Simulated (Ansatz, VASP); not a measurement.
# One calculation of NaF, two programs

```
CELL_PARAMETERS angstrom
0.00000 2.28539 2.28539
2.28539 0.00000 2.28539
2.28539 2.28539 0.00000
ATOMIC_POSITIONS crystal
Na 0.00000 0.00000 0.00000
F 0.50000 0.50000 0.50000
```

Alike in both runs: task single point; functional r2SCAN; dispersion rVV10; k mesh 8 × 8 × 8; occupations gaussian, width 0.05 eV; no spin polarisation.

```csv
,VASP,Ansatz
version,VASP 6.6.1,Ansatz 0.2.0
potentials or method,"VASP PAW PBE potentials, release 64 (Na_pv, F), cutoff 520 eV","scalar-relativistic, plane waves, PAW"
valence electrons in the cell,14,16
```

```csv
,VASP,Ansatz,Ansatz less VASP
gap on the k mesh at the Fermi level (eV),7.33,7.29,-0.039
least direct gap on the mesh (eV),7.33,7.29,-0.039
pressure (GPa),-0.9,0.0,+0.92
```

VASP's potentials were made for PBE, not for r2SCAN. VASP's potentials hold 14 valence electrons a cell and Ansatz's 16, so a difference there can come from the potentials and not from the codes.
